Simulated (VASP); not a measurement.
Set up this calculation in VASP 6.6.1, as the native input.

* Task: single point
* Functional: PBE
* Potentials or basis: VASP PAW PBE potentials, release 64 (Cu, I)
* Cutoff: 520 eV
* k mesh: 6 × 6 × 4
* Occupations: fermi-dirac, width 0.02 eV
* Spin: no spin polarisation
* Dipole correction: no
* Further INCAR settings: ALGO = Normal; EDIFF = 1e-07; NBANDS = 26

The structure of CuI lies in POSCAR:

```
CuI
1.0
    3.8856065044      0.0000000000      0.0000000000
    0.0000000000      3.8856065044      0.0000000000
    0.0000000000      0.0000000000      6.0804341719
Cu I
2 2
Direct
    0.5000000000      0.5000000000      0.0000000000
    0.0000000000      0.0000000000      0.0000000000
    0.5000000000      0.0000000000      0.2857098839
    0.0000000000      0.5000000000      0.7142901161
```

This cell differs from its parent crystal: strain -4.2%.

One way to write it, as run:

INCAR

```
SYSTEM = CuI
PREC = Accurate ; ENCUT = 520
EDIFF = 1E-7 ; ISMEAR = -1
SIGMA = 0.02 ; LREAL = .False.
LASPH = .True. ; NELM = 100
ALGO = Normal ; ISIF = 2
LWAVE = .False. ; LCHARG = .False.
GGA = PE ; NBANDS = 26
```

KPOINTS

```
regular mesh
0
Gamma
  6 6 4
  0 0 0
```

Potentials or basis: VASP PAW PBE potentials, release 64 (Cu, I).

Run with:

```bash
$ cat potpaw_PBE.64/Cu/POTCAR potpaw_PBE.64/I/POTCAR > POTCAR
$ mpirun -np 1 vasp_std > vasp.out
```

Results of the run:

* Pressure: 7.0 GPa
* Largest force: 0.240 eV/Å
* Band gap on the k mesh: 1.59 eV

Caveat: the cell differs from its parent crystal (strain -4.2%); the cell stands under pressure; spin-orbit coupling is left out, which moves the levels of the heavy elements.

Wall time 75 s on 1 thread of Oxide Virtual Turin-like Processor, on a shared host, peak memory 0.2 GiB.
